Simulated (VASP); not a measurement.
# Zn7O (P-31m) in VASP: single point with PBE

Aim: the single point of Zn7O with PBE.

Everything below comes from runs of VASP 6.6.1. Logs are shortened: lines on timing, memory, paths and dates and some standing lists are left out, and cuts for length are marked.

## (1) The cell of the first run

The structure is trigonal, space group P-31m (No. 162). The conventional cell has a = 4.562 Å, b = 4.562 Å, c = 7.459 Å, α = 90.00°, β = 90.00°, γ = 120.00°. Zn (site symmetry m) has 1 O at 2.21 Å and 7 Zn at 2.60 to 2.70 Å within 2.9 Å. Within 3.5 Å of Zn (site symmetry -3m) lie 6 Zn at 2.67 Å. O (site symmetry -3m) has 6 Zn at 2.21 Å within 2.9 Å.

The cell was generated, and may not be a known phase.

## (2) Single point, PBE

Input file INCAR:

```
PREC = Accurate
ENCUT = 520
EDIFF = 1E-7
ISMEAR = 0
SIGMA = 0.1
LREAL = False
LASPH = True
NELM = 100
ALGO = Fast
ISIF = 2
LWAVE = False
LCHARG = False
GGA = PE
NBANDS = 55
```

Input file KPOINTS:

```
regular mesh
0
Gamma
  12 12 4
```

Input file POSCAR:

```
Zn7O
1.0
    4.5619419827      0.0000000000      0.0000000000
   -2.2809709913      3.9507576476      0.0000000000
    0.0000000000      0.0000000000      7.4587898447
Zn O
7 1
Direct
    0.6580897711      0.0000000000      0.2901187153
    0.0000000000      0.6580897711      0.2901187153
    0.3419102289      0.3419102289      0.2901187153
    0.0000000000      0.3419102289      0.7098812847
    0.3419102289      0.0000000000      0.7098812847
    0.6580897711      0.6580897711      0.7098812847
    0.0000000000      0.0000000000      0.0000000000
    0.0000000000      0.0000000000      0.5000000000
```

Potentials or basis: VASP PAW PBE potentials, release 64 (Zn, O).

Launch:

```console
$ cat potpaw_PBE.64/Zn/POTCAR potpaw_PBE.64/O/POTCAR > POTCAR
$ mpirun -np 1 vasp_std > vasp.out
```

OUTCAR:

```text
PREC = Accurate
   ENCUT = 520
   EDIFF = 1E-7
   ISMEAR = 0
   LREAL = False
   LASPH = True
   NELM = 100
   ISIF = 2
   GGA = PE

 ion  position               nearest neighbor table
   1  0.658  0.000  0.290-   8 2.21   3 2.60   3 2.60   2 2.60   2 2.60   7 2.67   2 2.70   3 2.70

   2  0.000  0.658  0.290-   8 2.21   3 2.60   1 2.60   3 2.60   1 2.60   7 2.67   1 2.70   3 2.70

   3  0.342  0.342  0.290-   8 2.21   1 2.60   2 2.60   1 2.60   2 2.60   7 2.67   2 2.70   1 2.70

   4  0.000  0.342  0.710-   8 2.21   6 2.60   5 2.60   6 2.60   5 2.60   7 2.67   5 2.70   6 2.70

   5  0.342  0.000  0.710-   8 2.21   6 2.60   6 2.60   4 2.60   4 2.60   7 2.67   4 2.70   6 2.70

   6  0.658  0.658  0.710-   8 2.21   5 2.60   4 2.60   5 2.60   4 2.60   7 2.67   4 2.70   5 2.70

   7  0.000  0.000  0.000-   2 2.67   4 2.67   1 2.67   5 2.67   3 2.67   6 2.67
   8  0.000  0.000  0.500-   2 2.21   4 2.21   1 2.21   5 2.21   3 2.21   6 2.21

  LATTYP: Found a hexagonal cell.
 ALAT       =     4.5619419827
 C/A-ratio  =     1.6350032230

  Lattice vectors:

 A1 = (   4.5619419827,   0.0000000000,   0.0000000000)
 A2 = (  -2.2809709913,   3.9507576476,   0.0000000000)
 A3 = (   0.0000000000,   0.0000000000,   7.4587898447)

Analysis of symmetry for initial positions (statically):
=====================================================================
 Subroutine PRICEL returns:
 Original cell was already a primitive cell.

 Routine SETGRP: Setting up the symmetry group for a
 hexagonal supercell.

 Subroutine GETGRP returns: Found 12 space group operations
 (whereof 12 operations were pure point group operations)
 out of a pool of 24 trial point group operations.

The static configuration has the point symmetry D_3d.

Analysis of symmetry for dynamics (positions and initial velocities):
=====================================================================
 Subroutine PRICEL returns:
 Original cell was already a primitive cell.

 Routine SETGRP: Setting up the symmetry group for a
 hexagonal supercell.

 Subroutine GETGRP returns: Found 12 space group operations
 (whereof 12 operations were pure point group operations)
 out of a pool of 24 trial point group operations.

The dynamic configuration has the point symmetry D_3d.

 Subroutine INISYM returns: Found 12 space group operations
 (whereof 12 operations are pure point group operations),
 and found     1 'primitive' translations

----------------------------------------------------------------------------------------

                                     Primitive cell

  volume of cell :     134.4307

  direct lattice vectors                    reciprocal lattice vectors
     4.561941983  0.000000000  0.000000000     0.219204892  0.126558003  0.000000000
    -2.280970991  3.950757648  0.000000000     0.000000000  0.253116007  0.000000000
     0.000000000  0.000000000  7.458789845     0.000000000  0.000000000  0.134070006

  length of vectors
     4.561941983  4.561941983  7.458789845     0.253116007  0.253116007  0.134070006

  position of ions in fractional coordinates (direct lattice)
     0.658089771  0.000000000  0.290118715
     0.000000000  0.658089771  0.290118715
     0.341910229  0.341910229  0.290118715
     0.000000000  0.341910229  0.709881285
     0.341910229  0.000000000  0.709881285
     0.658089771  0.658089771  0.709881285
     0.000000000  0.000000000  0.000000000
     0.000000000  0.000000000  0.500000000

  ion indices of the primitive-cell ions
   primitive index   ion index
                 1           1
                 2           2
                 3           3
                 4           4
                 5           5
                 6           6
                 7           7
                 8           8

----------------------------------------------------------------------------------------

 KPOINTS: regular mesh

Automatic generation of k-mesh.
 Grid dimensions read from file:
 generate k-points for:   12   12    4

 Generating k-lattice:

  Cartesian coordinates                     Fractional coordinates (reciprocal lattice)
     0.018267074  0.010546500  0.000000000     0.083333333  0.000000000  0.000000000
     0.000000000  0.021093001  0.000000000     0.000000000  0.083333333  0.000000000
     0.000000000  0.000000000  0.033517502     0.000000000  0.000000000  0.250000000

  Length of vectors
     0.021093001  0.021093001  0.033517502

  Shift w.r.t. Gamma in fractional coordinates (k-lattice)
     0.000000000  0.000000000  0.000000000

 Subroutine IBZKPT returns following result:
 ===========================================

 Found     69 irreducible k-points:

 Following reciprocal coordinates:
            Coordinates               Weight
  0.000000  0.000000  0.000000      1.000000
  0.083333  0.000000  0.000000      6.000000
  0.166667  0.000000  0.000000      6.000000
  0.250000  0.000000  0.000000      6.000000
  0.333333  0.000000  0.000000      6.000000
  0.416667  0.000000  0.000000      6.000000
[... 16 lines left out ...]
  0.250000  0.000000  0.250000     12.000000
  0.333333  0.000000  0.250000     12.000000
 [... further k-points ...]
   k-points           NKPTS =     69   k-points in BZ     NKDIM =     69   number of bands    NBANDS=     55
   number of dos      NEDOS =    301   number of ions     NIONS =      8
   total plane-waves  NPLWV =  72576
   dimension x,y,z NGX =    36 NGY =   36 NGZ =   56
   dimension x,y,z NGXF=    72 NGYF=   72 NGZF=  112
   ions per type =               7   1
   NGX,Y,Z   is equivalent  to a cutoff of  13.12, 13.12, 12.48 a.u.
   NGXF,Y,Z  is equivalent  to a cutoff of  26.24, 26.24, 24.96 a.u.
 SYSTEM =  unknown system
   PREC   = accura    normal or accurate (medium, high low for compatibility)
   ISTART =      0    job   : 0-new  1-cont  2-samecut
   ICHARG =      2    charge: 1-file 2-atom 10-const
   ISPIN  =      1    spin polarized calculation?
   LNONCOLLINEAR =      F non collinear calculations
   LSORBIT =      F    spin-orbit coupling
   LASPH  =      T    aspherical Exc in radial PAW
   ENCUT  =  520.0 eV  38.22 Ry    6.18 a.u.   8.48  8.48 13.87*2*pi/ulx,y,z
   NELM   =    100;   NELMIN=  2; NELMDL= -5     # of ELM steps
   EDIFF  = 0.1E-06   stopping-criterion for ELM
   LREAL  =      F    real-space projection
   EDIFFG = 0.1E-05   stopping-criterion for IOM
   NSW    =      0    number of steps for IOM
   IBRION =     -1    ionic relax: 0-MD 1-quasi-New 2-CG
   NFREE  =      0    steps in history (QN), initial steepest desc. (CG)
   ISIF   =      2    stress and relaxation
   ISYM   =      2    0-nonsym 1-usesym 2-fastsym
   POTIM  = 0.5000    time-step for ionic-motion
   TEBEG  =    0.0;   TEEND  =   0.0 temperature during run
   PSTRESS=    0.0 pullay stress
   NELECT =      90.0000    total number of electrons
   NUPDOWN=      -1.0000    fix difference up-down
   EMIN   =  10.00;   EMAX   =-10.00  energy-range for DOS
   EFERMI =   0.00;   METHOD = LEGACY
   ISMEAR =     0;   SIGMA  =   0.10  broadening in eV -4-tet -1-fermi 0-gaus
   EFERMI_NEDOS =   21; number of points for ismear=-14 and -15
   IALGO  =     68    algorithm
   IMIX   =      4    mixing-type and parameters
     AMIX     =   0.40;   BMIX     =  1.00
     AMIX_MAG =   1.60;   BMIX_MAG =  1.00
  volume/ion in A,a.u.               =      16.80       113.40
  Fermi-wavevector in a.u.,A,eV,Ry     =   1.432153  2.706377 27.906406  2.051063
  Thomas-Fermi vector in A             =   2.551812
   LORBIT       =      0    0 simple, 1 ext, 2 COOP (PROOUT), +10 PAW based schemes
   GGA     = PE    functional components
   LHFCALC =     F    Hartree Fock is set to
   AEXX    =    0.0000 exact exchange contribution
   IVDW    =     0    specifies the selected vdW correction
   LEPSILON=     F    determine dielectric tensor
   LRPA    =     F    only Hartree local field effects (RPA)
 non-spin polarized calculation
 RMM-DIIS sequential band-by-band and
 Gauss-broadening in eV      SIGMA  =   0.10
  energy-cutoff  :      520.00
  volume of cell :      134.43
 maximum number of plane-waves:      3669
 NGX is ok and might be reduce to    36
   NGX = 17   NGY = 17   NGZ = 27

 number of electron      89.9999955 magnetization

 Free energy of the ion-electron system (eV)
  ---------------------------------------------------
  ext. energy  EPLUGINS =         0.00000000
  ---------------------------------------------------
  free energy    TOTEN  =       -13.51405983 eV

  energy without entropy =      -13.50383673  energy(sigma->0) =      -13.50894828

 E-fermi :   2.0033     XC(G=0): -10.4843

 val. band max:        1.9832882983   @ k =   0.2500   0.0000   0.0000
 cond. band min:       2.0143822932   @ k =   0.3333   0.0833   0.2500
 fundamental gap:      0.0310939949
 Fermi energy:         2.0033276654

 k-point     1 :       0.0000    0.0000    0.0000
  band No.  band energies     occupation
      1     -16.6822      2.00000
      2      -7.0260      2.00000
      3      -6.9029      2.00000
      4      -5.8362      2.00000
      5      -5.7564      2.00000
      6      -5.7439      2.00000
[... 47 lines left out ...]
     54       5.4360      0.00000
     55       5.8729      0.00000

 k-point     2 :       0.0833    0.0000    0.0000
  band No.  band energies     occupation
      1     -16.6793      2.00000
      2      -6.9767      2.00000
      3      -6.8600      2.00000
      4      -5.8619      2.00000
      5      -5.8113      2.00000
      6      -5.7539      2.00000
[... 47 lines left out ...]
     54       6.1818      0.00000
     55       6.6978      0.00000

 k-point     3 :       0.1667    0.0000    0.0000
  band No.  band energies     occupation
      1     -16.6717      2.00000
      2      -6.8376      2.00000
      3      -6.7368      2.00000
      4      -5.9086      2.00000
      5      -5.8845      2.00000
      6      -5.7874      2.00000
[... 1152 lines left out ...]
 k-point    23 :       0.2500    0.0000    0.2500
  band No.  band energies     occupation
      1     -16.6610      2.00000
      2      -6.7803      2.00000
      3      -6.3836      2.00000
      4      -5.9901      2.00000
      5      -5.9610      2.00000
      6      -5.8497      2.00000
[... 47 lines left out ...]
     54       7.9201      0.00000
     55       8.2284      0.00000

 k-point    24 :       0.3333    0.0000    0.2500
  band No.  band energies     occupation
      1     -16.6506      2.00000
      2      -6.5627      2.00000
      3      -6.2074      2.00000
      4      -6.0617      2.00000
      5      -6.0445      2.00000
      6      -5.8672      2.00000
[... 47 lines left out ...]
     54       8.8443      0.00000
     55       9.1585      0.00000

 [... further k-points ...]
[... 5 lines left out ...]
  --------------------------------------------------------------------------------------
  -------------------------------------------------------------------------------------
  Total        0.2873154      0.2873154      0.2074648      0.0000000     -0.0000000     -0.0000000
  in kB        3.4242930      3.4242930      2.4726145      0.0000000     -0.0000000     -0.0000000
  external PRESSURE =       3.1070668 kB  Pullay stress =       0.0000000 kB

 VOLUME and BASIS-vectors are now :
 -----------------------------------------------------------------------------
  energy-cutoff  :      520.00
  volume of cell :      134.43
      direct lattice vectors                 reciprocal lattice vectors
     4.561941983  0.000000000  0.000000000     0.219204892  0.126558003  0.000000000
    -2.280970991  3.950757648  0.000000000     0.000000000  0.253116007  0.000000000
     0.000000000  0.000000000  7.458789845     0.000000000  0.000000000  0.134070006

 POSITION                                       TOTAL-FORCE (eV/Angst)
 -----------------------------------------------------------------------------------
      3.00217      0.00000      2.16393        -0.015368     -0.000000     -0.008978
     -1.50108      2.59995      2.16393         0.007684     -0.013309     -0.008978
      0.77989      1.35080      2.16393         0.007684      0.013309     -0.008978
     -0.77989      1.35080      5.29486        -0.007684      0.013309      0.008978
      1.55977      0.00000      5.29486         0.015368     -0.000000      0.008978
      1.50108      2.59995      5.29486        -0.007684     -0.013309      0.008978
      0.00000      0.00000      0.00000        -0.000000     -0.000000      0.000000
      0.00000      0.00000      3.72939        -0.000000     -0.000000      0.000000
 -----------------------------------------------------------------------------------
    total drift:                               -0.000000      0.000000      0.000000

  FREE ENERGIE OF THE ION-ELECTRON SYSTEM (eV)
  ---------------------------------------------------
  free  energy   TOTEN  =       -13.5140598302 eV

  energy  without entropy=      -13.5038367317  energy(sigma->0) =      -13.50894828
```

Wall time 11 min (1 thread of Oxide Virtual Turin-like, shared host); peak memory 0.46 GiB.

What came out:

```
Free energy            : -13.5141 eV
Pressure               : 0.3 GPa
Largest force          : 0.018 eV/Å
Band gap on the k mesh : zero (bands 45 and 46 overlap by 2.45 eV)
```

Forces in eV/Å, atoms in the order of the input:
```
Zn  -0.015  0.000 -0.009
Zn   0.008 -0.013 -0.009
Zn   0.008  0.013 -0.009
Zn  -0.008  0.013  0.009
Zn   0.015  0.000  0.009
Zn  -0.008 -0.013  0.009
Zn   0.000  0.000  0.000
O    0.000  0.000  0.000
```

Levels at points of the mesh, in eV from the Fermi level:
```csv
k point,band 41,band 42,band 43,band 44,band 45,band 46,band 47,band 48,band 49,band 50
"(0.00, 0.00, 0.00)",-3.63,-3.03,1.54,1.58,1.79,1.79,1.92,1.92,2.86,2.94
"(0.50, 0.00, 0.00)",-4.16,-3.09,-2.41,-2.11,-0.02,0.56,0.70,0.73,1.73,4.19
"(0.00, 0.00, 0.50)",-3.89,-1.44,-0.98,1.41,1.41,1.76,2.10,2.10,2.55,2.91
"(0.50, 0.00, 0.50)",-4.16,-3.28,-2.28,-1.37,-1.10,0.09,1.24,1.63,2.64,3.01
```

The gap in the log of VASP goes by the Fermi energy; the results here count the filled bands.